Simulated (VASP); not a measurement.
Wanted: the native input for a VASP 6.6.1 run.

```yaml
Task: single point
Functional: PBE
Potentials_or_basis: VASP PAW PBE potentials, release 64 (B, As)
Cutoff: 520 eV
k_mesh: 10 × 10 × 10
Occupations: fermi-dirac, width 0.02 eV
Spin: no spin polarisation
Dipole_correction: no
Further_INCAR_settings: ALGO = Normal; EDIFF = 1e-07; NBANDS = 11
```

The structure of BAs lies in POSCAR:

```
BAs
1.0
    0.0000000000      2.3918699019      2.5143336409
    2.3918699019      0.0000000000      2.5143336409
    2.3918699019      2.3918699019      0.0000000000
B As
1 1
Direct
    0.0000000000      0.0000000000      0.0000000000
    0.2500000000      0.2500000000      0.2500000000
```

This cell differs from its parent crystal: uniaxial z strain +5.1%.

The input as run:

INCAR

```
SYSTEM = BAs
ALGO = Normal
EDIFF = 1E-7
ENCUT = 520
GGA = PE
ISIF = 2
ISMEAR = -1
LASPH = .True.
LCHARG = .False.
LREAL = .False.
LWAVE = .False.
NBANDS = 11
NELM = 100
PREC = Accurate
SIGMA = 0.02
```

KPOINTS

```
k-points
0
Gamma
  10 10 10
  0 0 0
```

Potentials or basis: VASP PAW PBE potentials, release 64 (B, As).

Launch:

```bash
$ cat potpaw_PBE.64/B/POTCAR potpaw_PBE.64/As/POTCAR > POTCAR
$ mpirun -np 1 vasp_std > vasp.out
```

It gave:

```json
{
 "Pressure": "-3.7 GPa",
 "Band gap on the k mesh": "0.87 eV, indirect (least direct gap 2.95 eV)"
}
```

Caveat: the cell differs from its parent crystal (uniaxial z strain +5.1%).

Run time: 55 s on 1 thread of Intel Xeon 8259CL, with other jobs on the host, peak memory 0.18 GiB.
